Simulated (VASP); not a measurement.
Crystal: Zr.

```
Zr
1.0
     3.23200    0.00000    0.00000
    -1.61600    2.79899    0.00000
     0.00000    0.00000    5.14700
Zr
2
Direct
  0.66667 0.33333 0.75000
  0.33333 0.66667 0.25000
```

```yaml
Program: VASP 6.6.1
Task: relaxation of cell and atoms
Functional: LDA
Potentials_or_basis: VASP PAW LDA potentials, release 64 (Zr_sv)
Cutoff: 600 eV
k_mesh: 9 × 9 × 5
Occupations: fermi-dirac, width 0.05 eV
Spin: no spin polarisation
```

At the start: pressure -6.0 GPa; volume 23.28 Å³/atom.

Question: How do energy, volume and symmetry change on relaxing?

Answer: Over 6 steps the energy falls by 29.2 meV/atom and the volume is 21.81 Å³/atom (-6.3 %); space group P6_3/mmc (No. 194, to 0.05 Å).

Step by step:
| step | energy change (eV) | largest force (eV/Å) | pressure (GPa) | volume (Å³) |
| --- | --- | --- | --- | --- |
| 1 | 0.0000 | 0.0000 | -5.99 | 46.56 |
| 2 | 0.0035 | 0.0000 | 7.41 | 40.94 |
| 3 | -0.0568 | 0.0000 | -0.02 | 43.70 |
| 4 | -0.0568 | 0.0000 | 0.10 | 43.65 |
| 5 | -0.0580 | 0.0000 | 0.06 | 43.64 |
| 6 | -0.0583 | 0.0000 | 0.03 | 43.63 |

Final structure:
```cif
data_structure
_symmetry_space_group_name_H-M 'P 1'
_symmetry_Int_Tables_number 1
_cell_length_a 3.1449
_cell_length_b 3.1449
_cell_length_c 5.0934
_cell_angle_alpha 90.000
_cell_angle_beta 90.000
_cell_angle_gamma 120.000
_cell_volume 43.63
loop_
_atom_site_label
_atom_site_type_symbol
_atom_site_fract_x
_atom_site_fract_y
_atom_site_fract_z
_atom_site_occupancy
Zr1 Zr 0.66667 0.33333 0.75000 1
Zr2 Zr 0.33333 0.66667 0.25000 1
```
